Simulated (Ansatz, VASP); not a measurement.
**Co: VASP beside Ansatz**

```
CELL_PARAMETERS angstrom
2.51853 0.00000 0.00000
-1.25926 2.18111 0.00000
0.00000 0.00000 8.17168
ATOMIC_POSITIONS crystal
Co 0.00000 0.00000 0.00000
Co 0.00000 0.00000 0.50000
Co 0.33333 0.66667 0.25000
Co 0.66667 0.33333 0.75000
```

Alike in both runs: functional RPBE; k mesh 14 × 14 × 4; occupations fermi-dirac, width 0.05 eV; collinear spin.

Ansatz relaxed the structure, and its values are those at the end. VASP's run is a single point on that final structure, the one shown.

|  | VASP | Ansatz |
| --- | --- | --- |
| version | VASP 6.6.1 | Ansatz 0.2.0 |
| potentials or method | VASP PAW PBE potentials, release 64 (Co), cutoff 520 eV | plane waves (420 eV) with PAW, scalar-relativistic |
| valence electrons in the cell | 36 | 68 |

```tsv
	VASP	Ansatz	Ansatz less VASP
pressure (GPa)	-5.3	0.0	+5.31
net moment per atom (μB)	0.09	1.69	+1.599
size of the moment on the site where the two differ most (μB)	1.06	1.76	+0.699
```

The net moments are unlike, so the other rows may belong to different states. VASP's potentials were made for PBE, not for RPBE. Site moments also hang on the region over which each program counts them. VASP's potentials hold 36 valence electrons a cell and Ansatz's 68, so a difference there can come from the potentials and not from the codes. Ansatz's warnings: seeded moment not kept.
